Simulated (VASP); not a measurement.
# PtSe2 (P-3m1) in VASP: a series of runs

Aim: see how the results for PtSe2 move with the level of theory and the settings. Levels: PBE, LDA. Tasks: relaxation of cell and atoms, single point.

Program: VASP 6.6.1. These are calculated values, not measurements. Logs are shortened: lines on timing, memory, paths and dates and some standing lists are left out, and cuts for length are marked.

### 1 The cell of the first run

The structure is trigonal, space group P-3m1 (No. 164). Conventional cell: a = 3.752 Å, b = 3.752 Å, c = 6.527 Å, α = 90.00°, β = 90.00°, γ = 120.00°. Within 3.3 Å of Pt (site symmetry -3m) lie 6 Se at 2.53 Å. Se (site symmetry 3m) has 3 Pt at 2.53 Å within 3.3 Å.

### 2 Relaxation of cell and atoms, PBE

Input file INCAR:

```
ALGO = Normal
EDIFF = 1E-6
EDIFFG = -0.005
ENCUT = 600
GGA = PE
IBRION = 2
ISIF = 3
ISMEAR = 0
LASPH = True
LCHARG = False
LREAL = False
LWAVE = False
NELM = 80
NSW = 100
PREC = Accurate
SIGMA = 0.02
```

Input file KPOINTS:

```
k-points
0
Gamma
  12 12 4
```

Input file POSCAR:

```
PtSe2
1.0
    3.7516620337      0.0000000000      0.0000000000
   -1.8758310169      3.2490346276      0.0000000000
    0.0000000000      0.0000000000      6.5268785481
Pt Se
1 2
Direct
    0.0000000000      0.0000000000      0.0000000000
    0.3333333333      0.6666666667      0.2001869949
    0.6666666667      0.3333333333      0.7998130051
```

Potentials or basis: VASP PAW PBE potentials, release 64 (Pt, Se).

Launch:

```sh
cat potpaw_PBE.64/Pt/POTCAR potpaw_PBE.64/Se/POTCAR > POTCAR
mpirun -np 1 vasp_std > vasp.out
```

OUTCAR:

```text
EDIFF = 1E-6
   EDIFFG = -0.005
   ENCUT = 600
   GGA = PE
   IBRION = 2
   ISIF = 3
   ISMEAR = 0
   LASPH = True
   LREAL = False
   NELM = 80
   NSW = 100
   PREC = Accurate

 ion  position               nearest neighbor table
   1  0.000  0.000  0.000-   2 2.53   3 2.53   3 2.53   2 2.53   3 2.53   2 2.53
   2  0.333  0.667  0.200-   1 2.53   1 2.53   1 2.53
   3  0.667  0.333  0.800-   1 2.53   1 2.53   1 2.53

  LATTYP: Found a hexagonal cell.
 ALAT       =     3.7516620337
 C/A-ratio  =     1.7397298822

  Lattice vectors:

 A1 = (   3.7516620337,   0.0000000000,   0.0000000000)
 A2 = (  -1.8758310169,   3.2490346276,   0.0000000000)
 A3 = (   0.0000000000,   0.0000000000,   6.5268785481)

Analysis of symmetry for initial positions (statically):
=====================================================================
 Subroutine PRICEL returns:
 Original cell was already a primitive cell.

 Routine SETGRP: Setting up the symmetry group for a
 hexagonal supercell.

 Subroutine GETGRP returns: Found 12 space group operations
 (whereof 12 operations were pure point group operations)
 out of a pool of 24 trial point group operations.

The static configuration has the point symmetry D_3d.

Analysis of symmetry for dynamics (positions and initial velocities):
=====================================================================
 Subroutine PRICEL returns:
 Original cell was already a primitive cell.

 Routine SETGRP: Setting up the symmetry group for a
 hexagonal supercell.

 Subroutine GETGRP returns: Found 12 space group operations
 (whereof 12 operations were pure point group operations)
 out of a pool of 24 trial point group operations.

The dynamic configuration has the point symmetry D_3d.

 Subroutine INISYM returns: Found 12 space group operations
 (whereof 12 operations are pure point group operations),
 and found     1 'primitive' translations

----------------------------------------------------------------------------------------

                                     Primitive cell

  volume of cell :      79.5579

  direct lattice vectors                    reciprocal lattice vectors
     3.751662034  0.000000000  0.000000000     0.266548530  0.153891866  0.000000000
    -1.875831017  3.249034628  0.000000000     0.000000000  0.307783731  0.000000000
     0.000000000  0.000000000  6.526878548     0.000000000  0.000000000  0.153212595

  length of vectors
[... 100 lines left out ...]
   EFERMI_NEDOS =   21; number of points for ismear=-14 and -15
   IALGO  =     38    algorithm
   IMIX   =      4    mixing-type and parameters
     AMIX     =   0.40;   BMIX     =  1.00
     AMIX_MAG =   1.60;   BMIX_MAG =  1.00
  volume/ion in A,a.u.               =      26.52       178.96
  Fermi-wavevector in a.u.,A,eV,Ry     =   1.066566  2.015518 15.477494  1.137564
  Thomas-Fermi vector in A             =   2.202155
   LORBIT       =      0    0 simple, 1 ext, 2 COOP (PROOUT), +10 PAW based schemes
   GGA     = PE    functional components
   LHFCALC =     F    Hartree Fock is set to
   AEXX    =    0.0000 exact exchange contribution
   IVDW    =     0    specifies the selected vdW correction
   LEPSILON=     F    determine dielectric tensor
   LRPA    =     F    only Hartree local field effects (RPA)
 conjugate gradient relaxation of ions
 non-spin polarized calculation
 Gauss-broadening in eV      SIGMA  =   0.02
  energy-cutoff  :      600.00
  volume of cell :       79.56
 maximum number of plane-waves:      2714
 NGX is ok and might be reduce to    30
   NGX = 15   NGY = 15   NGZ = 27

--------------------------------------- Ionic step        1  -------------------------------------------

 number of electron      22.0000000 magnetization

 Free energy of the ion-electron system (eV)
  ---------------------------------------------------
  ext. energy  EPLUGINS =         0.00000000
  ---------------------------------------------------
  free energy    TOTEN  =       -14.30323678 eV

  energy without entropy =      -14.30323678  energy(sigma->0) =      -14.30323678

------------------------ aborting loop because EDIFF is reached ----------------------------------------

  FORCE on cell =-STRESS in cart. coord.  units (eV):
  Direction    XX          YY          ZZ          XY          YZ          ZX
  --------------------------------------------------------------------------------------
  -------------------------------------------------------------------------------------
  Total       -0.0170878     -0.0170878     -0.0046184      0.0000000      0.0000000      0.0000000
  in kB       -0.3441221     -0.3441221     -0.0930081      0.0000000      0.0000000      0.0000000
  external PRESSURE =      -0.2604174 kB  Pullay stress =       0.0000000 kB
[... 61 lines left out ...]
--------------------------------------- Ionic step        3  -------------------------------------------

 number of electron      22.0000000 magnetization

 Free energy of the ion-electron system (eV)
  ---------------------------------------------------
  ext. energy  EPLUGINS =         0.00000000
  ---------------------------------------------------
  free energy    TOTEN  =       -14.30325756 eV

  energy without entropy =      -14.30325756  energy(sigma->0) =      -14.30325756

 E-fermi :   3.1235     XC(G=0):  -8.9646

 val. band max:        3.0140218620   @ k =   0.0833   0.0833   0.0000
 cond. band min:       3.9025973589   @ k =   0.0000   0.2500   0.2500
 fundamental gap:      0.8885754969
 Fermi energy:         3.1235029968

 k-point     1 :       0.0000    0.0000    0.0000
  band No.  band energies     occupation
      1     -11.1696      2.00000
      2      -9.3364      2.00000
      3      -2.3700      2.00000
      4      -2.2512      2.00000
      5      -2.2512      2.00000
      6      -0.0144      2.00000
      7      -0.0144      2.00000
      8       1.4268      2.00000
      9       2.7578      2.00000
     10       2.7578      2.00000
     11       2.7946      2.00000
     12       5.6599      0.00000
     13       5.6599      0.00000
     14       7.1949      0.00000
[... 401 lines left out ...]
      2      -9.4029      2.00000
      3      -2.3013      2.00000
      4      -2.0878      2.00000
      5      -1.9098      2.00000
      6      -0.4986      2.00000
      7      -0.1807      2.00000
      8       0.8351      2.00000
      9       2.3757      2.00000
     10       2.6900      2.00000
     11       2.9046      2.00000
     12       4.3670      0.00000
     13       5.3406      0.00000
     14       8.7361      0.00000
     15       9.1128      0.00000

 [... further k-points ...]
[... 5 lines left out ...]
  --------------------------------------------------------------------------------------
  -------------------------------------------------------------------------------------
  Total       -0.0043677     -0.0043677     -0.0000272      0.0000000     -0.0000000      0.0000000
  in kB       -0.0879840     -0.0879840     -0.0005485      0.0000000     -0.0000000      0.0000000
  external PRESSURE =      -0.0588388 kB  Pullay stress =       0.0000000 kB
[... 18 lines left out ...]
  FREE ENERGIE OF THE ION-ELECTRON SYSTEM (eV)
  ---------------------------------------------------
  free  energy   TOTEN  =       -14.3032575609 eV

  energy  without entropy=      -14.3032575609  energy(sigma->0) =      -14.30325756

 reached required accuracy - stopping structural energy minimisation
```

OSZICAR:

```text
N       E                     dE             d eps       ncg     rms          rms(c)
DAV:   1     0.130899046594E+03    0.13090E+03   -0.10577E+04  2070   0.140E+03
DAV:   2    -0.851268440192E+01   -0.13941E+03   -0.13586E+03  2640   0.241E+02
DAV:   3    -0.150809478839E+02   -0.65683E+01   -0.65360E+01  2679   0.563E+01
DAV:   4    -0.151523361213E+02   -0.71388E-01   -0.71372E-01  2469   0.625E+00
[... 18 lines left out ...]
DAV:   1    -0.143032754848E+02   -0.20088E-04   -0.38202E-04  2301   0.174E-01    0.259E-02
DAV:   2    -0.143032617003E+02    0.13784E-04   -0.62094E-05  2231   0.872E-02    0.141E-02
DAV:   3    -0.143032586682E+02    0.30322E-05   -0.55638E-06  2174   0.266E-02    0.653E-03
DAV:   4    -0.143032575915E+02    0.10767E-05   -0.35549E-06  2034   0.111E-02    0.246E-03
DAV:   5    -0.143032575609E+02    0.30546E-07   -0.16012E-07  1042   0.382E-03
   3 F= -.14303258E+02 E0= -.14303258E+02  d E =-.207787E-04
```

Run time: 4.8 min. Hardware: 1 thread of Intel Xeon 8259CL, shared host; peak memory 0.29 GiB.

What came out:

```yaml
Free_energy: -14.3033 eV
Relaxed_volume: 26.51 Å³/atom
Relaxed_cell: a = 3.751 Å, b = 3.751 Å, c = 6.527 Å, α = 90.00°, β = 90.00°, γ = 120.00°
Space_group_after_relaxing_to_0.05_Å: P-3m1 (No. 164)
Energy_gained_by_relaxing: 0.0 meV/atom
Ionic_steps: 3
Pressure_after_relaxing: 0.0 GPa
Band_gap_on_the_k_mesh: 0.89 eV, indirect (least direct gap 1.04 eV)
```

Final structure:
```
Pt Se
1.0
     3.75121    0.00000    0.00000
    -1.87560    3.24864    0.00000
     0.00000    0.00000    6.52666
Pt Se
1 2
Direct
  0.00000 0.00000 0.00000
  0.33333 0.66667 0.20018
  0.66667 0.33333 0.79982
```

Caveat: spin-orbit coupling is left out, which moves the levels of the heavy elements; this functional lacks dispersion, which binds the layers, so the pressure and a relaxed spacing across them are unreliable. A k mesh can miss the band edges.

### 3 Single point, LDA (functional LDA, strained)

Input file INCAR:

```
SYSTEM = PtSe2
PREC = Accurate ; ENCUT = 520
EDIFF = 1E-6 ; ISMEAR = 0
SIGMA = 0.1 ; LREAL = .False.
LASPH = .True. ; NELM = 100
ALGO = Normal ; ISIF = 2
LWAVE = .False. ; LCHARG = .True.
LELF = .True. ; LVHAR = .True.
NBANDS = 18
```

Input file KPOINTS:

```
Automatic mesh
0
Gamma
  15 15 8
  0 0 0
```

Input file POSCAR:

```
PtSe2
1.0
    3.6524625530      0.0000000000      0.0000000000
   -1.8262312765      3.1631253573      0.0000000000
    0.0000000000      0.0000000000      5.4203389800
Pt Se
1 2
Direct
    0.0000000000      0.0000000000      0.0000000000
    0.3333333333      0.6666666667      0.2137076786
    0.6666666667      0.3333333333      0.7862923214
```

Potentials or basis: VASP PAW LDA potentials, release 64 (Pt, Se).

Launch:

```sh
cat potpaw_LDA.64/Pt/POTCAR potpaw_LDA.64/Se/POTCAR > POTCAR
mpirun -np 1 vasp_std > vasp.out
```

It took 5.7 min on 1 thread of AMD EPYC, shared host; peak memory 0.29 GiB.

Results (log left out):

| Property | Result |
| --- | --- |
| Free energy | -16.6493 eV |
| Pressure | 13.9 GPa |
| Largest force | 2.228 eV/Å |
| Band gap on the k mesh | 0.17 eV, indirect (least direct gap 0.39 eV) |

Forces on the atoms (eV/Å):
```
Pt   0.000  0.000  0.000
Se   0.000  0.000  2.228
Se   0.000  0.000 -2.228
```

Stress tensor (GPa, compression positive):
```
15.13  0.00  0.00
 0.00 15.13  0.00
 0.00  0.00 11.44
```

Levels at points of the mesh, in eV from the valence-band top:
```
           k point  band 9  band 10  band 11  band 12  band 13  band 14
(0.00, 0.00, 0.00)   -1.05    -1.05    -0.33     2.43     2.43     4.30
(0.00, 0.00, 0.50)   -1.45    -1.19    -1.19     2.77     2.77     4.54
```

Caveat: the cell differs from its parent crystal (functional LDA, strained); spin-orbit coupling is left out, which moves the levels of the heavy elements; forces of over 1 eV/Å act on the atoms, so gaps and moduli don't describe the material at rest. A k mesh can miss the band edges.

[end of part 1 of 2]
